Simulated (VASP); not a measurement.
**Na: single point with LDA**

Crystal: Na.

```
Na
1.0
    -2.17718    2.17718    2.00300
     2.17718   -2.17718    2.00300
     2.17718    2.17718   -2.00300
Na
1
Direct
  0.00000 0.00000 0.00000
```

This cell differs from its parent crystal: ratio of the length along z to the lengths across it x 0.92, volume and fractional coordinates fixed.

```json
{
 "Program": "VASP 6.6.1",
 "Task": "single point",
 "Functional": "LDA",
 "Potentials or basis": "VASP PAW LDA potentials, release 64 (Na_pv)",
 "Cutoff": "520 eV",
 "k mesh": "18 × 18 × 18",
 "Occupations": "gaussian, width 0.15 eV",
 "Spin": "no spin polarisation"
}
```

* Pressure: -1.1 GPa

Stress tensor (GPa, compression positive):
```
-1.15  0.00  0.00
 0.00 -1.15  0.00
 0.00  0.00 -0.97
```

Levels at points of the mesh, in eV from the Fermi level:
```csv
k point,band 2,band 3,band 4,band 5,band 6,band 7
"(0.00, 0.00, 0.00)",-24.96,-24.96,-3.23,10.70,11.96,11.97
"(0.50, 0.00, 0.00)",-24.97,-24.96,0.89,1.30,7.79,8.55
"(0.50, 0.50, 0.00)",-24.97,-24.96,0.59,0.90,8.86,9.61
"(0.50, 0.50, 0.50)",-24.99,-24.98,4.22,4.32,4.32,4.73
```

Run time: 47 s on 1 thread of Intel(R) Xeon(R) 6975P-C (Granite Rapids), with other jobs on the host, peak memory 0.24 GiB.
